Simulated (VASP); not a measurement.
Write the native input for VASP 6.6.1 that does the following.

| Property | Result |
| --- | --- |
| Task | single point |
| Functional | PBE |
| Potentials or basis | VASP PAW PBE potentials, release 64 (Cl, Mg, P) |
| Cutoff | 520 eV |
| k mesh | 6 × 6 × 7 |
| Occupations | fermi-dirac, width 0.1 eV |
| Spin | no spin polarisation |
| Dipole correction | no |
| Further INCAR settings | ALGO = Normal; EDIFF = 1e-06; NBANDS = 33 |

The structure of MgP6Cl2 lies in POSCAR:

```
MgP6Cl2
1.0
    6.1789000000      0.0000000000      0.0000000000
   -3.0894500000      5.3510880000      0.0000000000
    0.0000000000      0.0000000000      4.6013080000
Cl Mg P
2 1 6
Direct
    0.3333000000      0.6667000000      0.2641000000
    0.6667000000      0.3333000000      0.7359000000
    0.0000000000      0.0000000000      0.0000000000
    0.8221000000      0.1779000000      0.2430000000
    0.8221000000      0.6442000000      0.2430000000
    0.3558000000      0.1779000000      0.2430000000
    0.1779000000      0.8221000000      0.7570000000
    0.6442000000      0.8221000000      0.7570000000
    0.1779000000      0.3558000000      0.7570000000
```

One way to write it, as run:

INCAR

```
SYSTEM = MgP6Cl2
ALGO = Normal
EDIFF = 1E-6
ENCUT = 520
GGA = PE
ISIF = 2
ISMEAR = -1
LASPH = .True.
LCHARG = .False.
LREAL = .False.
LWAVE = .False.
NBANDS = 33
NELM = 80
PREC = Accurate
SIGMA = 0.1
```

KPOINTS

```
k-points
0
Gamma
  6 6 7
  0 0 0
```

Potentials or basis: VASP PAW PBE potentials, release 64 (Cl, Mg, P).

Command:

```console
$ cat potpaw_PBE.64/Cl/POTCAR potpaw_PBE.64/Mg/POTCAR potpaw_PBE.64/P/POTCAR > POTCAR
$ mpirun -np 1 vasp_std > vasp.out
```

Results of the run:

```json
{
 "Pressure": "10.6 GPa",
 "Largest force": "3.325 eV/Å",
 "Band gap on the k mesh": "zero (bands 23 and 24 overlap by 1.76 eV)"
}
```

Caveat: the cell stands under pressure; forces of over 1 eV/Å act on the atoms, so gaps and moduli don't describe the material at rest.

It took 4.6 min on 1 thread of AMD EPYC 7R13 Processor (Zen 3), with other jobs on the host, peak memory 0.45 GiB.
